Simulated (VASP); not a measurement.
Input of a VASP 6.6.1 run:

File INCAR:

```
SYSTEM = KF
ALGO = Normal
EDIFF = 1E-6
ENCUT = 520
GGA = CA
ISIF = 2
ISMEAR = 0
LASPH = .True.
LCHARG = .True.
LELF = .True.
LREAL = .False.
LVHAR = .True.
LWAVE = .False.
NBANDS = 15
NELM = 60
PREC = Accurate
SIGMA = 0.05
```

Contents of KPOINTS:

```
k-points
0
Gamma
  8 8 8
  0 0 0
```

Contents of POSCAR:

```
KF
1.0
    3.2589550000      0.0000000000      0.0000000000
    0.0000000000      3.2589550000      0.0000000000
    0.0000000000      0.0000000000      3.3567236500
K F
1 1
Direct
    0.0000000000      0.0000000000      0.0000000000
    0.5000000000      0.5000000000      0.5000000000
```

Potentials or basis: VASP PAW LDA potentials, release 64 (K_sv, F).

Launch:

```sh
$ cat potpaw_LDA.64/K_sv/POTCAR potpaw_LDA.64/F/POTCAR > POTCAR
$ mpirun -np 1 vasp_std > vasp.out
```

Predict the pressure.

-6.2 GPa.

Predict the band gap on the k mesh.

5.68 eV, indirect (least direct gap 5.73 eV).

Stress tensor (GPa, compression positive):
```
-5.46  0.00  0.00
 0.00 -5.46  0.00
 0.00  0.00 -7.83
```

Caveat: the cell differs from its parent crystal (strain +0.000 along x and y, +0.030 along z). A k mesh can miss the band edges.
